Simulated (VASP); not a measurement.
A run of VASP 6.6.1 is set up as follows.

Contents of INCAR:

```
SYSTEM = SnO
PREC = Accurate ; ENCUT = 520
EDIFF = 1E-6 ; ISMEAR = 0
SIGMA = 0.15 ; LREAL = .FALSE.
LASPH = .TRUE. ; NELM = 60
ALGO = Normal ; ISIF = 2
LWAVE = .FALSE. ; LCHARG = .FALSE.
GGA = CA ; NBANDS = 28
```

File KPOINTS:

```
Automatic mesh
0
G
  10 10 8
  0 0 0
```

The input POSCAR:

```
SnO
1.0
    3.5911000000      0.0000000000      0.0000000000
    0.0000000000      3.5911000000      0.0000000000
    0.0000000000      0.0000000000      4.4691000000
Sn O
2 2
Direct
    0.0000000000      0.5000000000      0.2457459271
    0.5000000000      0.0000000000      0.7542540729
    0.0000000000      0.0000000000      0.0000000000
    0.5000000000      0.5000000000      0.0000000000
```

Potentials or basis: VASP PAW LDA potentials, release 64 (Sn_d, O).

Launch:

```bash
$ cat potpaw_LDA.64/Sn_d/POTCAR potpaw_LDA.64/O/POTCAR > POTCAR
$ mpirun -np 1 vasp_std > vasp.out
```

Q: What does it give for the largest force?

A: 2.542 eV/Å.

Q: Predict the pressure.

A: 20.4 GPa.

Q: What does it give for the band gap on the k mesh?

A: Zero (band 20 reaches 10.05 eV, above the bottom of band 21 at 9.24 eV).

Stress tensor (GPa, compression positive):
```
21.97  0.00  0.00
 0.00 21.97  0.00
 0.00  0.00 17.23
```

Caveat: spin-orbit coupling is left out, which moves the levels of the heavy elements; forces of over 1 eV/Å act on the atoms, so gaps and moduli don't describe the material at rest.
